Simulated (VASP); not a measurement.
# SrCl2 (Fm-3m) in VASP: notebook

The runs below take SrCl2 through single point, with LDA.

Everything below comes from runs of VASP 6.6.1. Logs are shortened: lines on timing, memory, paths and dates and some standing lists are left out, and cuts for length are marked.

**1. The cell of the first run**

It takes space group Fm-3m (No. 225, cubic). The conventional cell has a = 6.834 Å, b = 6.834 Å, c = 6.834 Å, α = 90.00°, β = 90.00°, γ = 90.00°. Sr (site symmetry m-3m) has 8 Cl at 2.96 Å within 3.9 Å. Within 3.9 Å of Cl (site symmetry -43m) lie 4 Sr at 2.96 Å and 6 Cl at 3.42 Å.

**2. Single point, LDA**

INCAR reads:

```
SYSTEM = SrCl2
PREC = Accurate
ENCUT = 500
EDIFF = 1E-6
ISMEAR = 0
SIGMA = 0.01
LREAL = .FALSE.
LASPH = .TRUE.
NELM = 120
ALGO = Normal
ISIF = 2
LWAVE = .FALSE.
LCHARG = .FALSE.
NBANDS = 19
GGA_COMPAT = .FALSE.
```

KPOINTS reads:

```
regular mesh
0
G
  5 5 5
  0 0 0
```

POSCAR reads:

```
SrCl2
1.0
    0.0000000000      3.4171392023      3.4171392023
    3.4171392023      0.0000000000      3.4171392023
    3.4171392023      3.4171392023      0.0000000000
Sr Cl
1 2
Direct
    0.0000000000      0.0000000000      0.0000000000
    0.2500000000      0.2500000000      0.2500000000
    0.7500000000      0.7500000000      0.7500000000
```

Potentials or basis: VASP PAW LDA potentials, release 64 (Sr_sv, Cl).

The run is started by

```sh
$ cat potpaw_LDA.64/Sr_sv/POTCAR potpaw_LDA.64/Cl/POTCAR > POTCAR
$ mpirun -np 1 vasp_std > vasp.out
```

OUTCAR:

```text
SYSTEM = SrCl2
   PREC = Accurate
   ENCUT = 500
   EDIFF = 1E-6
   ISMEAR = 0
   LREAL = .FALSE.
   LASPH = .TRUE.
   NELM = 120
   ISIF = 2

 ion  position               nearest neighbor table
   1  0.000  0.000  0.000-   3 2.96   3 2.96   3 2.96   2 2.96   3 2.96   2 2.96   2 2.96   2 2.96

   2  0.250  0.250  0.250-   1 2.96   1 2.96   1 2.96   1 2.96
   3  0.750  0.750  0.750-   1 2.96   1 2.96   1 2.96   1 2.96

  LATTYP: Found a face centered cubic cell.
 ALAT       =     6.8342784046

  Lattice vectors:

 A1 = (   0.0000000000,   3.4171392023,   3.4171392023)
 A2 = (   3.4171392023,   0.0000000000,   3.4171392023)
 A3 = (   3.4171392023,   3.4171392023,   0.0000000000)

Analysis of symmetry for initial positions (statically):
=====================================================================
 Subroutine PRICEL returns:
 Original cell was already a primitive cell.

 Routine SETGRP: Setting up the symmetry group for a
 face centered cubic supercell.

 Subroutine GETGRP returns: Found 48 space group operations
 (whereof 48 operations were pure point group operations)
 out of a pool of 48 trial point group operations.

The static configuration has the point symmetry O_h .

Analysis of symmetry for dynamics (positions and initial velocities):
=====================================================================
 Subroutine PRICEL returns:
 Original cell was already a primitive cell.

 Routine SETGRP: Setting up the symmetry group for a
 face centered cubic supercell.

 Subroutine GETGRP returns: Found 48 space group operations
 (whereof 48 operations were pure point group operations)
 out of a pool of 48 trial point group operations.

The dynamic configuration has the point symmetry O_h .

 Subroutine INISYM returns: Found 48 space group operations
 (whereof 48 operations are pure point group operations),
 and found     1 'primitive' translations

----------------------------------------------------------------------------------------

                                     Primitive cell

  volume of cell :      79.8028

  direct lattice vectors                    reciprocal lattice vectors
     0.000000000  3.417139202  3.417139202    -0.146321227  0.146321227  0.146321227
     3.417139202  0.000000000  3.417139202     0.146321227 -0.146321227  0.146321227
     3.417139202  3.417139202  0.000000000     0.146321227  0.146321227 -0.146321227

  length of vectors
     4.832564604  4.832564604  4.832564604     0.253435799  0.253435799  0.253435799

  position of ions in fractional coordinates (direct lattice)
     0.000000000  0.000000000  0.000000000
     0.250000000  0.250000000  0.250000000
     0.750000000  0.750000000  0.750000000

  ion indices of the primitive-cell ions
   primitive index   ion index
                 1           1
                 2           2
                 3           3

----------------------------------------------------------------------------------------

 KPOINTS: regular mesh

Automatic generation of k-mesh.
 Grid dimensions read from file:
 generate k-points for:    5    5    5

 Generating k-lattice:

  Cartesian coordinates                     Fractional coordinates (reciprocal lattice)
    -0.029264245  0.029264245  0.029264245     0.200000000  0.000000000  0.000000000
     0.029264245 -0.029264245  0.029264245     0.000000000  0.200000000  0.000000000
     0.029264245  0.029264245 -0.029264245     0.000000000  0.000000000  0.200000000

  Length of vectors
     0.050687160  0.050687160  0.050687160

  Shift w.r.t. Gamma in fractional coordinates (k-lattice)
     0.000000000  0.000000000  0.000000000

 Subroutine IBZKPT returns following result:
 ===========================================

 Found     10 irreducible k-points:

 Following reciprocal coordinates:
            Coordinates               Weight
  0.000000  0.000000  0.000000      1.000000
  0.200000  0.000000  0.000000      8.000000
  0.400000  0.000000  0.000000      8.000000
  0.200000  0.200000  0.000000      6.000000
  0.400000  0.200000  0.000000     24.000000
 -0.400000  0.200000  0.000000     24.000000
 -0.200000  0.200000  0.000000     12.000000
  0.400000  0.400000  0.000000      6.000000
 -0.400000  0.400000  0.000000     12.000000
 -0.400000  0.400000  0.200000     24.000000
   k-points           NKPTS =     10   k-points in BZ     NKDIM =     10   number of bands    NBANDS=     19
   number of dos      NEDOS =    301   number of ions     NIONS =      3
   total plane-waves  NPLWV =  46656
   dimension x,y,z NGX =    36 NGY =   36 NGZ =   36
   dimension x,y,z NGXF=    72 NGYF=   72 NGZF=   72
   ions per type =               1   2
   NGX,Y,Z   is equivalent  to a cutoff of  12.38, 12.38, 12.38 a.u.
   NGXF,Y,Z  is equivalent  to a cutoff of  24.77, 24.77, 24.77 a.u.
 SYSTEM =  SrCl2
   PREC   = accura    normal or accurate (medium, high low for compatibility)
   ISTART =      0    job   : 0-new  1-cont  2-samecut
   ICHARG =      2    charge: 1-file 2-atom 10-const
   ISPIN  =      1    spin polarized calculation?
   LNONCOLLINEAR =      F non collinear calculations
   LSORBIT =      F    spin-orbit coupling
   LASPH  =      T    aspherical Exc in radial PAW
   ENCUT  =  500.0 eV  36.75 Ry    6.06 a.u.   8.81  8.81  8.81*2*pi/ulx,y,z
   NELM   =    120;   NELMIN=  2; NELMDL= -5     # of ELM steps
   EDIFF  = 0.1E-05   stopping-criterion for ELM
   LREAL  =      F    real-space projection
[... 7 lines left out ...]
   TEBEG  =    0.0;   TEEND  =   0.0 temperature during run
   PSTRESS=    0.0 pullay stress
   NELECT =      24.0000    total number of electrons
   NUPDOWN=      -1.0000    fix difference up-down
   EMIN   =  10.00;   EMAX   =-10.00  energy-range for DOS
   EFERMI =   0.00;   METHOD = LEGACY
   ISMEAR =     0;   SIGMA  =   0.01  broadening in eV -4-tet -1-fermi 0-gaus
   EFERMI_NEDOS =   21; number of points for ismear=-14 and -15
   IALGO  =     38    algorithm
   IMIX   =      4    mixing-type and parameters
     AMIX     =   0.40;   BMIX     =  1.00
     AMIX_MAG =   1.60;   BMIX_MAG =  1.00
  volume/ion in A,a.u.               =      26.60       179.51
  Fermi-wavevector in a.u.,A,eV,Ry     =   1.096830  2.072708 16.368293  1.203036
  Thomas-Fermi vector in A             =   2.233179
   LORBIT       =      0    0 simple, 1 ext, 2 COOP (PROOUT), +10 PAW based schemes
   GGA     = CA    functional components
   LHFCALC =     F    Hartree Fock is set to
   AEXX    =    0.0000 exact exchange contribution
   IVDW    =     0    specifies the selected vdW correction
   LEPSILON=     F    determine dielectric tensor
   LRPA    =     F    only Hartree local field effects (RPA)
 non-spin polarized calculation
 Gauss-broadening in eV      SIGMA  =   0.01
  energy-cutoff  :      500.00
  volume of cell :       79.80
 maximum number of plane-waves:      2085
   NGX = 17   NGY = 17   NGZ = 17

 number of electron      23.9999997 magnetization

 Free energy of the ion-electron system (eV)
  ---------------------------------------------------
  ext. energy  EPLUGINS =         0.00000000
  ---------------------------------------------------
  free energy    TOTEN  =       -14.07673206 eV

  energy without entropy =      -14.07673206  energy(sigma->0) =      -14.07673206

 E-fermi :   0.4504     XC(G=0):  -9.0644

 val. band max:        0.3082481054   @ k =  -0.4000   0.4000   0.0000
 cond. band min:       5.5104512438   @ k =   0.0000   0.0000   0.0000
 fundamental gap:      5.2022031384
 Fermi energy:         0.4503924529

 k-point     1 :       0.0000    0.0000    0.0000
  band No.  band energies     occupation
      1     -32.1202      2.00000
      2     -14.2523      2.00000
      3     -14.2523      2.00000
      4     -14.2523      2.00000
      5     -13.0497      2.00000
      6     -12.0293      2.00000
[... 11 lines left out ...]
     18       9.1981      0.00000
     19       9.9530      0.00000

 k-point     2 :       0.2000    0.0000    0.0000
  band No.  band energies     occupation
      1     -32.1184      2.00000
      2     -14.4469      2.00000
      3     -14.2593      2.00000
      4     -14.2593      2.00000
      5     -12.7606      2.00000
      6     -12.1162      2.00000
[... 11 lines left out ...]
     18       9.0680      0.00000
     19      10.2977      0.00000

 k-point     3 :       0.4000    0.0000    0.0000
  band No.  band energies     occupation
      1     -32.1156      2.00000
      2     -14.6546      2.00000
      3     -14.2706      2.00000
      4     -14.2706      2.00000
      5     -12.5727      2.00000
      6     -12.0634      2.00000
[... 11 lines left out ...]
     18       9.0912      0.00000
     19       9.0912      0.00000

 k-point     4 :       0.2000    0.2000    0.0000
  band No.  band energies     occupation
      1     -32.1179      2.00000
      2     -14.4909      2.00000
      3     -14.2692      2.00000
      4     -14.2692      2.00000
      5     -12.6470      2.00000
      6     -12.1647      2.00000
[... 11 lines left out ...]
     18       9.0909      0.00000
     19       9.3666      0.00000

 k-point     5 :       0.4000    0.2000    0.0000
  band No.  band energies     occupation
      1     -32.1154      2.00000
      2     -14.6300      2.00000
      3     -14.3315      2.00000
      4     -14.2814      2.00000
      5     -12.3897      2.00000
      6     -12.1925      2.00000
[... 11 lines left out ...]
     18       8.9851      0.00000
     19       9.9693      0.00000

 k-point     6 :      -0.4000    0.2000    0.0000
  band No.  band energies     occupation
      1     -32.1144      2.00000
      2     -14.6266      2.00000
      3     -14.4170      2.00000
      4     -14.2791      2.00000
      5     -12.3931      2.00000
      6     -12.0977      2.00000
[... 11 lines left out ...]
     18       9.3011      0.00000
     19       9.5508      0.00000

 k-point     7 :      -0.2000    0.2000    0.0000
  band No.  band energies     occupation
      1     -32.1163      2.00000
      2     -14.5574      2.00000
      3     -14.3457      2.00000
      4     -14.2655      2.00000
      5     -12.4720      2.00000
      6     -12.1941      2.00000
[... 11 lines left out ...]
     18       9.2929      0.00000
     19      10.3512      0.00000

 k-point     8 :       0.4000    0.4000    0.0000
  band No.  band energies     occupation
      1     -32.1141      2.00000
      2     -14.7381      2.00000
      3     -14.2964      2.00000
      4     -14.2964      2.00000
      5     -12.3673      2.00000
      6     -12.1057      2.00000
[... 11 lines left out ...]
     18       8.3790      0.00000
     19      10.4517      0.00000

 k-point     9 :      -0.4000    0.4000    0.0000
  band No.  band energies     occupation
      1     -32.1135      2.00000
      2     -14.6980      2.00000
      3     -14.4029      2.00000
      4     -14.2950      2.00000
      5     -12.3256      2.00000
      6     -12.0717      2.00000
[... 11 lines left out ...]
     18       9.9510      0.00000
     19      10.0508      0.00000

 k-point    10 :      -0.4000    0.4000    0.2000
  band No.  band energies     occupation
      1     -32.1138      2.00000
      2     -14.6214      2.00000
      3     -14.4657      2.00000
      4     -14.2942      2.00000
      5     -12.2384      2.00000
      6     -12.1808      2.00000
[... 11 lines left out ...]
     18       9.6002      0.00000
     19      10.4604      0.00000

------------------------ aborting loop because EDIFF is reached ----------------------------------------

  FORCE on cell =-STRESS in cart. coord.  units (eV):
  Direction    XX          YY          ZZ          XY          YZ          ZX
  --------------------------------------------------------------------------------------
  -------------------------------------------------------------------------------------
  Total       -0.2463725     -0.2463725     -0.2463725      0.0000000      0.0000000     -0.0000000
  in kB       -4.9463501     -4.9463501     -4.9463501      0.0000000      0.0000000     -0.0000000
  external PRESSURE =      -4.9463501 kB  Pullay stress =       0.0000000 kB

 VOLUME and BASIS-vectors are now :
 -----------------------------------------------------------------------------
  energy-cutoff  :      500.00
  volume of cell :       79.80
      direct lattice vectors                 reciprocal lattice vectors
     0.000000000  3.417139202  3.417139202    -0.146321227  0.146321227  0.146321227
     3.417139202  0.000000000  3.417139202     0.146321227 -0.146321227  0.146321227
     3.417139202  3.417139202  0.000000000     0.146321227  0.146321227 -0.146321227

 POSITION                                       TOTAL-FORCE (eV/Angst)
 -----------------------------------------------------------------------------------
      0.00000      0.00000      0.00000        -0.000000     -0.000000     -0.000000
      1.70857      1.70857      1.70857        -0.000000     -0.000000     -0.000000
      5.12571      5.12571      5.12571         0.000000      0.000000      0.000000
 -----------------------------------------------------------------------------------
    total drift:                                0.000000      0.000000      0.000000

  FREE ENERGIE OF THE ION-ELECTRON SYSTEM (eV)
  ---------------------------------------------------
  free  energy   TOTEN  =       -14.0767320648 eV

  energy  without entropy=      -14.0767320648  energy(sigma->0) =      -14.07673206
```

Run time: 19 s. Hardware: 1 thread of Intel Xeon 8259CL, shared host; peak memory 0.18 GiB.

What came out:

```yaml
Free_energy: -14.0767 eV
Pressure: -0.5 GPa
Band_gap_on_the_k_mesh: 5.20 eV, indirect (least direct gap 5.49 eV)
```

A k mesh can miss the band edges. A hybrid or GW would open this gap; LDA tends to underestimate it.

(Continued in part 2 of 2.)
